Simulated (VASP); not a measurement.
# Ti11SnO24 (a cell with a defect) (Rutile) in VASP: electric field gradients with PBE

Aim: the electric field gradients of Ti11SnO24 (a cell with a defect) (Rutile) with PBE.

All numbers are computed with VASP 6.6.1; they aren't measurements. Logs are shortened: lines on timing, memory, paths and dates and some standing lists are left out, and cuts for length are marked.

**1. The cell of the first run**

The cell holds a defect, 36 atoms: a = 6.494 Å, b = 6.494 Å, c = 8.872 Å, α = 90.00°, β = 90.00°, γ = 90.00°.

**2. Electric field gradients, PBE**

Input file INCAR:

```
SYSTEM = Ti11SnO24
PREC     = Accurate       ! precision mode
ENCUT    = 520            ! plane-wave cutoff, eV
EDIFF    = 1E-8           ! SCF threshold, eV
ISMEAR   = -1             ! smearing method
SIGMA    = 0.01           ! smearing width, eV
LREAL    = Auto         
LASPH    = .True.         ! aspherical terms in the spheres
NELM     = 100            ! most SCF steps
ALGO     = Normal         ! electronic algorithm
ISIF     = 2              ! what is computed and relaxed
LWAVE    = .False.        ! write WAVECAR
LCHARG   = .False.        ! write CHGCAR
GGA      = PE             ! functional
LEFG     = .True.       
NBANDS   = 169            ! bands
```

Input file KPOINTS:

```
regular mesh
0
Gamma
  3 3 2
  0 0 0
```

Input file POSCAR:

```
Ti11SnO24
1.0
    4.5922000000      4.5922000000      0.0000000000
   -4.5922000000      4.5922000000      0.0000000000
    0.0000000000      0.0000000000      8.8722000000
Sn Ti O
1 11 24
Direct
    0.0000000000      0.0000000000      0.0000000000
    0.0000000000      0.0000000000      0.3333333333
    0.0000000000      0.0000000000      0.6666666667
    0.5000000000      0.5000000000      0.0000000000
    0.5000000000      0.5000000000      0.3333333333
    0.5000000000      0.5000000000      0.6666666667
    0.5000000000      0.0000000000      0.1666666667
    0.5000000000      0.0000000000      0.5000000000
    0.5000000000      0.0000000000      0.8333333333
    0.0000000000      0.5000000000      0.1666666667
    0.0000000000      0.5000000000      0.5000000000
    0.0000000000      0.5000000000      0.8333333333
    0.3049600000      0.0000000000      0.0000000000
    0.3049600000      0.0000000000      0.3333333333
    0.3049600000      0.0000000000      0.6666666667
    0.8049600000      0.5000000000      0.0000000000
    0.8049600000      0.5000000000      0.3333333333
    0.8049600000      0.5000000000      0.6666666667
    0.5000000000      0.3049600000      0.1666666667
    0.5000000000      0.3049600000      0.5000000000
    0.5000000000      0.3049600000      0.8333333333
    0.0000000000      0.8049600000      0.1666666667
    0.0000000000      0.8049600000      0.5000000000
    0.0000000000      0.8049600000      0.8333333333
    0.6950400000      0.0000000000      0.0000000000
    0.6950400000      0.0000000000      0.3333333333
    0.6950400000      0.0000000000      0.6666666667
    0.1950400000      0.5000000000      0.0000000000
    0.1950400000      0.5000000000      0.3333333333
    0.1950400000      0.5000000000      0.6666666667
    0.5000000000      0.6950400000      0.1666666667
    0.5000000000      0.6950400000      0.5000000000
    0.5000000000      0.6950400000      0.8333333333
    0.0000000000      0.1950400000      0.1666666667
    0.0000000000      0.1950400000      0.5000000000
    0.0000000000      0.1950400000      0.8333333333
```

Potentials or basis: VASP PAW PBE potentials, release 64 (Sn_d, Ti_sv, O).

Command:

```bash
$ cat potpaw_PBE.64/Sn_d/POTCAR potpaw_PBE.64/Ti_sv/POTCAR potpaw_PBE.64/O/POTCAR > POTCAR
$ mpirun -np 1 vasp_std > vasp.out
```

OUTCAR:

```text
SYSTEM = Ti11SnO24
   PREC = Accurate
   ENCUT = 520
   EDIFF = 1E-8
   ISMEAR = -1
   LREAL = Auto
   LASPH = .True.
   NELM = 100
   ISIF = 2
   GGA = PE

 ion  position               nearest neighbor table
   1  0.000  0.000  0.000-  22 1.95  24 1.95  34 1.95  36 1.95  13 1.98  25 1.98   2 2.96   3 2.96

   2  0.000  0.000  0.333-  22 1.95  34 1.95  23 1.95  35 1.95  14 1.98  26 1.98   1 2.96
   3  0.000  0.000  0.667-  24 1.95  36 1.95  35 1.95  23 1.95  15 1.98  27 1.98   1 2.96
   4  0.500  0.500  0.000-  19 1.95  21 1.95  31 1.95  33 1.95  16 1.98  28 1.98
   5  0.500  0.500  0.333-  19 1.95  31 1.95  20 1.95  32 1.95  17 1.98  29 1.98
   6  0.500  0.500  0.667-  21 1.95  33 1.95  32 1.95  20 1.95  18 1.98  30 1.98
   7  0.500  0.000  0.167-  14 1.95  26 1.95  25 1.95  13 1.95  19 1.98  31 1.98
   8  0.500  0.000  0.500-  14 1.95  15 1.95  26 1.95  27 1.95  20 1.98  32 1.98
   9  0.500  0.000  0.833-  15 1.95  27 1.95  25 1.95  13 1.95  21 1.98  33 1.98
  10  0.000  0.500  0.167-  17 1.95  29 1.95  28 1.95  16 1.95  22 1.98  34 1.98
  11  0.000  0.500  0.500-  17 1.95  18 1.95  29 1.95  30 1.95  23 1.98  35 1.98
  12  0.000  0.500  0.833-  18 1.95  30 1.95  28 1.95  16 1.95  24 1.98  36 1.98
  13  0.305  0.000  0.000-   7 1.95   9 1.95   1 1.98
  14  0.305  0.000  0.333-   7 1.95   8 1.95   2 1.98
  15  0.305  0.000  0.667-   9 1.95   8 1.95   3 1.98
  16  0.805  0.500  0.000-  10 1.95  12 1.95   4 1.98
  17  0.805  0.500  0.333-  10 1.95  11 1.95   5 1.98
  18  0.805  0.500  0.667-  12 1.95  11 1.95   6 1.98
[... 16 lines left out ...]
  35  0.000  0.195  0.500-   2 1.95   3 1.95  11 1.98
  36  0.000  0.195  0.833-   3 1.95   1 1.95  12 1.98

  LATTYP: Found a simple tetragonal cell.
 ALAT       =     6.4943515211
 C/A-ratio  =     1.3661410183

  Lattice vectors:

 A1 = (   4.5922000000,   4.5922000000,   0.0000000000)
 A2 = (  -4.5922000000,   4.5922000000,   0.0000000000)
 A3 = (   0.0000000000,   0.0000000000,   8.8722000000)

Analysis of symmetry for initial positions (statically):
=====================================================================
 Subroutine PRICEL returns:
 Original cell was already a primitive cell.

 Routine SETGRP: Setting up the symmetry group for a
 simple tetragonal supercell.

 Subroutine GETGRP returns: Found  8 space group operations
 (whereof  8 operations were pure point group operations)
 out of a pool of 16 trial point group operations.

The static configuration has the point symmetry D_2h.

Analysis of symmetry for dynamics (positions and initial velocities):
=====================================================================
 Subroutine PRICEL returns:
 Original cell was already a primitive cell.

 Routine SETGRP: Setting up the symmetry group for a
 simple tetragonal supercell.

 Subroutine GETGRP returns: Found  8 space group operations
 (whereof  8 operations were pure point group operations)
 out of a pool of 16 trial point group operations.

The dynamic configuration has the point symmetry D_2h.

 Subroutine INISYM returns: Found  8 space group operations
 (whereof  8 operations are pure point group operations),
 and found     1 'primitive' translations

----------------------------------------------------------------------------------------

                                     Primitive cell

  volume of cell :     374.1992

  direct lattice vectors                    reciprocal lattice vectors
     4.592200000  4.592200000  0.000000000     0.108880275  0.108880275  0.000000000
    -4.592200000  4.592200000  0.000000000    -0.108880275  0.108880275  0.000000000
     0.000000000  0.000000000  8.872200000     0.000000000  0.000000000  0.112711616

  length of vectors
     6.494351521  6.494351521  8.872200000     0.153979962  0.153979962  0.112711616

  position of ions in fractional coordinates (direct lattice)
     0.000000000  0.000000000  0.000000000
     0.000000000  0.000000000  0.333333333
     0.000000000  0.000000000  0.666666667
     0.500000000  0.500000000  0.000000000
     0.500000000  0.500000000  0.333333333
     0.500000000  0.500000000  0.666666667
[... 126 lines left out ...]
   EDIFFG = 0.1E-06   stopping-criterion for IOM
   NSW    =      0    number of steps for IOM
   IBRION =     -1    ionic relax: 0-MD 1-quasi-New 2-CG
   NFREE  =      0    steps in history (QN), initial steepest desc. (CG)
   ISIF   =      2    stress and relaxation
   ISYM   =      2    0-nonsym 1-usesym 2-fastsym
   POTIM  = 0.5000    time-step for ionic-motion
   TEBEG  =    0.0;   TEEND  =   0.0 temperature during run
   PSTRESS=    0.0 pullay stress
   NELECT =     290.0000    total number of electrons
   NUPDOWN=      -1.0000    fix difference up-down
   EMIN   =  10.00;   EMAX   =-10.00  energy-range for DOS
   EFERMI =   0.00;   METHOD = LEGACY
   ISMEAR =    -1;   SIGMA  =   0.01  broadening in eV -4-tet -1-fermi 0-gaus
   EFERMI_NEDOS =   21; number of points for ismear=-14 and -15
   IALGO  =     38    algorithm
   IMIX   =      4    mixing-type and parameters
     AMIX     =   0.40;   BMIX     =  1.00
     AMIX_MAG =   1.60;   BMIX_MAG =  1.00
  volume/ion in A,a.u.               =      10.39        70.15
  Fermi-wavevector in a.u.,A,eV,Ry     =   1.503742  2.841659 30.766019  2.261239
  Thomas-Fermi vector in A             =   2.614812
   LORBIT       =      0    0 simple, 1 ext, 2 COOP (PROOUT), +10 PAW based schemes
   GGA     = PE    functional components
   LHFCALC =     F    Hartree Fock is set to
   AEXX    =    0.0000 exact exchange contribution
   IVDW    =     0    specifies the selected vdW correction
   LEPSILON=     F    determine dielectric tensor
   LRPA    =     F    only Hartree local field effects (RPA)
 non-spin polarized calculation
  energy-cutoff  :      520.00
  volume of cell :      374.20
 maximum number of plane-waves:     10086
   NGX = 25   NGY = 25   NGZ = 33

 number of electron     289.9999981 magnetization

 Free energy of the ion-electron system (eV)
  ---------------------------------------------------
  ext. energy  EPLUGINS =         0.00000000
  ---------------------------------------------------
  free energy    TOTEN  =      -312.46292627 eV

  energy without entropy =     -312.46292627  energy(sigma->0) =     -312.46292627

 E-fermi :   5.3742     XC(G=0): -11.4651

 val. band max:        5.1212376364   @ k =   0.0000   0.0000   0.0000
 cond. band min:       6.9999445706   @ k =   0.0000   0.0000   0.0000
 fundamental gap:      1.8787069342
 Fermi energy:         5.3742036786

 k-point     1 :       0.0000    0.0000    0.0000
  band No.  band energies     occupation
      1     -51.8155      2.00000
      2     -51.8079      2.00000
      3     -51.7938      2.00000
      4     -51.7829      2.00000
      5     -51.7829      2.00000
      6     -51.7723      2.00000
[... 1269 lines left out ...]
    156       7.8575      0.00000
    157       7.8841      0.00000
 [bands above 157 left out]

------------------------ aborting loop because EDIFF is reached ----------------------------------------

  FORCE on cell =-STRESS in cart. coord.  units (eV):
  Direction    XX          YY          ZZ          XY          YZ          ZX
  --------------------------------------------------------------------------------------
  -------------------------------------------------------------------------------------
  Total       22.8264877     22.8264877     27.7228801      0.4353226      0.0000000      0.0000000
  in kB       97.7342462     97.7342462    118.6987160      1.8638839      0.0000000      0.0000000
  external PRESSURE =     104.7224028 kB  Pullay stress =       0.0000000 kB

 VOLUME and BASIS-vectors are now :
 -----------------------------------------------------------------------------
  energy-cutoff  :      520.00
  volume of cell :      374.20
      direct lattice vectors                 reciprocal lattice vectors
     4.592200000  4.592200000  0.000000000     0.108880275  0.108880275  0.000000000
    -4.592200000  4.592200000  0.000000000    -0.108880275  0.108880275  0.000000000
     0.000000000  0.000000000  8.872200000     0.000000000  0.000000000  0.112711616

 POSITION                                       TOTAL-FORCE (eV/Angst)
 -----------------------------------------------------------------------------------
      0.00000      0.00000      0.00000         0.000000      0.000000      0.000000
      0.00000      0.00000      2.95740         0.000000      0.000000      0.616936
      0.00000      0.00000      5.91480         0.000000      0.000000     -0.616936
      0.00000      4.59220      0.00000         0.000000      0.000000      0.000000
      0.00000      4.59220      2.95740         0.000000      0.000000     -0.001722
      0.00000      4.59220      5.91480         0.000000      0.000000      0.001722
[... 28 lines left out ...]
     -0.89566      0.89566      4.43610        -0.052981      0.052981      0.000000
     -0.89566      0.89566      7.39350        -1.239199      1.239199     -1.830747
 -----------------------------------------------------------------------------------
    total drift:                               -0.000000      0.000000     -0.000000

  FREE ENERGIE OF THE ION-ELECTRON SYSTEM (eV)
  ---------------------------------------------------
  free  energy   TOTEN  =      -312.4629262737 eV

  energy  without entropy=     -312.4629262737  energy(sigma->0) =     -312.46292627

 Electric field gradients (V/A^2)
---------------------------------------------------------------------
 ion       V_xx      V_yy      V_zz      V_xy      V_xz      V_yz
---------------------------------------------------------------------
   1      33.092    33.092   -66.184    24.234    -0.000     0.000
   2      13.317    13.317   -26.635     1.475    -0.000     0.000
   3      13.317    13.317   -26.635     1.475    -0.000    -0.000
   4      11.005    11.005   -22.009     3.813    -0.000     0.000
   5      10.894    10.894   -21.788     3.407    -0.000     0.000
   6      10.894    10.894   -21.788     3.407    -0.000     0.000
[... 28 lines left out ...]
  35       0.508     0.508    -1.015   -22.946     0.000    -0.000
  36      -9.054    -9.054    18.109   -30.650    12.147   -12.147
---------------------------------------------------------------------

 Electric field gradients after diagonalization (V/A^2)
 (convention: |V_zz| > |V_xx| > |V_yy|)
----------------------------------------------------------------------
 ion       V_xx      V_yy      V_zz     asymmetry (V_yy - V_xx)/ V_zz
----------------------------------------------------------------------
   1      57.326     8.858   -66.184       0.732
   2      14.792    11.843   -26.635       0.111
   3      14.792    11.843   -26.635       0.111
   4      14.818     7.192   -22.009       0.347
   5      14.302     7.487   -21.788       0.313
   6      14.302     7.487   -21.788       0.313
[... 28 lines left out ...]
  35     -22.439    -1.015    23.454       0.913
  36      37.118     2.586   -39.705       0.870
----------------------------------------------------------------------

           NMR quadrupolar parameters

 Cq : quadrupolar parameter    Cq=e*Q*V_zz/h
 eta: asymmetry parameters     (V_yy - V_xx)/ V_zz
 Q  : nuclear electric quadrupole moment in mb (millibarn)
----------------------------------------------------------------------
 ion       Cq(MHz)       eta       Q (mb)
----------------------------------------------------------------------
   1      -0.160       0.732       1.000
   2      -0.064       0.111       1.000
   3      -0.064       0.111       1.000
   4      -0.053       0.347       1.000
   5      -0.053       0.313       1.000
   6      -0.053       0.313       1.000
[... 28 lines left out ...]
  35       0.057       0.913       1.000
  36      -0.096       0.870       1.000
----------------------------------------------------------------------
```

It took 11 min on 1 thread of Intel Xeon 6975P-C (Granite Rapids), shared host; peak memory 0.58 GiB.

Results:

```
Free energy            : -312.4629 eV
Pressure               : 10.5 GPa
Largest force          : 2.534 eV/Å
Band gap on the k mesh : 1.88 eV
```

Forces in eV/Å, atoms in the order of the input:
```
Sn   0.000  0.000  0.000
Ti   0.000  0.000  0.617
Ti   0.000  0.000 -0.617
Ti   0.000  0.000  0.000
Ti   0.000  0.000 -0.002
Ti   0.000  0.000  0.002
Ti   0.000  0.000  0.166
Ti   0.000  0.000  0.000
Ti   0.000  0.000 -0.166
Ti   0.000  0.000  0.091
Ti   0.000  0.000  0.000
Ti   0.000  0.000 -0.091
O    1.309  1.309  0.000
O   -0.072 -0.072 -0.018
O   -0.072 -0.072  0.018
O   -0.085 -0.085  0.000
O   -0.099 -0.099  0.035
O   -0.099 -0.099 -0.035
O    0.086 -0.086 -0.009
O    0.097 -0.097  0.000
O    0.086 -0.086  0.009
O    1.239 -1.239  1.831
O    0.053 -0.053  0.000
O    1.239 -1.239 -1.831
O   -1.309 -1.309  0.000
O    0.072  0.072 -0.018
O    0.072  0.072  0.018
O    0.085  0.085  0.000
O    0.099  0.099  0.035
O    0.099  0.099 -0.035
O   -0.086  0.086 -0.009
O   -0.097  0.097  0.000
O   -0.086  0.086  0.009
O   -1.239  1.239  1.831
O   -0.053  0.053  0.000
O   -1.239  1.239 -1.831
```

Electric field gradients, principal values (V/Å²):
```csv
atom,least,middle,greatest (by size)
1 Sn,8.858,57.326,-66.184
2 Ti,11.843,14.792,-26.635
3 Ti,11.843,14.792,-26.635
4 Ti,7.192,14.818,-22.009
5 Ti,7.487,14.302,-21.788
6 Ti,7.487,14.302,-21.788
7 Ti,6.760,15.032,-21.792
8 Ti,7.883,13.701,-21.584
9 Ti,6.760,15.032,-21.792
10 Ti,9.393,9.995,-19.388
11 Ti,6.691,15.972,-22.662
12 Ti,9.393,9.995,-19.388
13 O,-7.792,-39.888,47.680
14 O,-0.241,-22.184,22.426
15 O,-0.241,-22.184,22.426
16 O,-2.943,-18.964,21.907
17 O,-0.838,-21.984,22.822
18 O,-0.838,-21.984,22.822
19 O,-1.501,-21.191,22.692
20 O,-1.056,-21.508,22.564
21 O,-1.501,-21.191,22.692
22 O,2.586,37.118,-39.705
23 O,-1.015,-22.439,23.454
24 O,2.586,37.118,-39.705
25 O,-7.792,-39.888,47.680
26 O,-0.241,-22.184,22.426
27 O,-0.241,-22.184,22.426
28 O,-2.943,-18.964,21.907
29 O,-0.838,-21.984,22.822
30 O,-0.838,-21.984,22.822
31 O,-1.501,-21.191,22.692
32 O,-1.056,-21.508,22.564
33 O,-1.501,-21.191,22.692
34 O,2.586,37.118,-39.705
35 O,-1.015,-22.439,23.454
36 O,2.586,37.118,-39.705
```

Caveat: without QUAD_EFG the Cq values of the log hold for a quadrupole moment of 1 mb, not for the nuclei; spin-orbit coupling is left out, which moves the levels of the heavy elements.
